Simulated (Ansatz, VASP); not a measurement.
# Two plane-wave programs on Si3Sn

File POSCAR:

```
Si3Sn
1.0
    4.0376389099      0.0000000000      0.0000000000
    0.0000000000      4.0376389099      0.0000000000
    0.0000000000      0.0000000000      5.5974318109
Si Sn
3 1
Direct
    0.5000000000      0.0000000000      0.7752463393
    0.5000000000      0.5000000000      0.0000000000
    0.0000000000      0.5000000000      0.2247536607
    0.0000000000      0.0000000000      0.5000000000
```

INCAR.step1

```
SYSTEM = Si3Sn
PREC = Accurate ; ENCUT = 520
EDIFF = 1E-5 ; ISMEAR = 0
SIGMA = 0.01 ; LREAL = .FALSE.
LASPH = .TRUE. ; NELM = 100
ALGO = Normal ; ISIF = 2
LWAVE = .TRUE. ; GGA = PE
NBANDS = 21 ; LUSENCCL = .FALSE.
```

INCAR.step2

```
SYSTEM = Si3Sn
PREC = Accurate ; ENCUT = 520
EDIFF = 1E-7 ; ISMEAR = 0
SIGMA = 0.01 ; LREAL = .FALSE.
LASPH = .TRUE. ; NELM = 100
ALGO = Normal ; ISIF = 2
LWAVE = .FALSE. ; LCHARG = .TRUE.
GGA = PE ; LHFCALC = .TRUE.
HFSCREEN = 0.2079 ; PRECFOCK = Normal
LELF = .TRUE. ; LVHAR = .TRUE.
ISTART = 1 ; NBANDS = 21
LUSENCCL = .FALSE.
```

KPOINTS

```
Automatic mesh
0
G
  4 4 4
  0 0 0
```

Input for Ansatz:

```yaml
crystal:
  lattice:
    - [4.0376389099, 0.0, 0.0]
    - [0.0, 4.0376389099, 0.0]
    - [0.0, 0.0, 5.5974318109]
  atoms:
    - { symbol: Si, position: [0.5, 0.0, 0.7752463393] }
    - { symbol: Si, position: [0.5, 0.5, 0.0] }
    - { symbol: Si, position: [0.0, 0.5, 0.2247536607] }
    - { symbol: Sn, position: [0.0, 0.0, 0.5] }
kpoints:
  mp_grid: { grid: [4, 4, 4] }
  band_path:
    path:
      - [0.0, 0.0, 0.0]
      - [0.0, 0.5, 0.0]
      - [0.5, 0.5, 0.0]
      - [0.0, 0.0, 0.5]
      - [0.0, 0.5, 0.5]
      - [0.5, 0.5, 0.5]
    npoints: 1
hamiltonian:
  xc: hse06
scf:
  occupations: { method: fixed }
  n_extra_bands: 5
output:
  forces: true
  stress: true
  eigenvalues: true
```

Change from the starting cell: uniaxial_z strain -2.6%.

Alike in both runs: task single point; functional HSE06; k mesh 4 × 4 × 4; no spin polarisation.

|  | VASP | Ansatz |
| --- | --- | --- |
| version | VASP 6.6.1 | Ansatz 0.2.0 |
| potentials or method | VASP PAW PBE potentials, release 64 (Si, Sn_d) | plane waves, PAW |
| plane-wave cutoff (eV) | 520 | 420 |
| occupations | gaussian, width 0.01 eV | fixed |
| valence electrons in the cell | 26 | 26 |

```tsv
	VASP	Ansatz	Ansatz less VASP
gap on the k mesh at the Fermi level (eV)	0.83	0.82	-0.007
pressure (GPa)	1.7	2.0	+0.26
traceless stress, the component that is largest in VASP (GPa)	0.77	0.75	-0.025
```

Ansatz's warnings: stress exchange threshold loose, stress scf threshold loose.
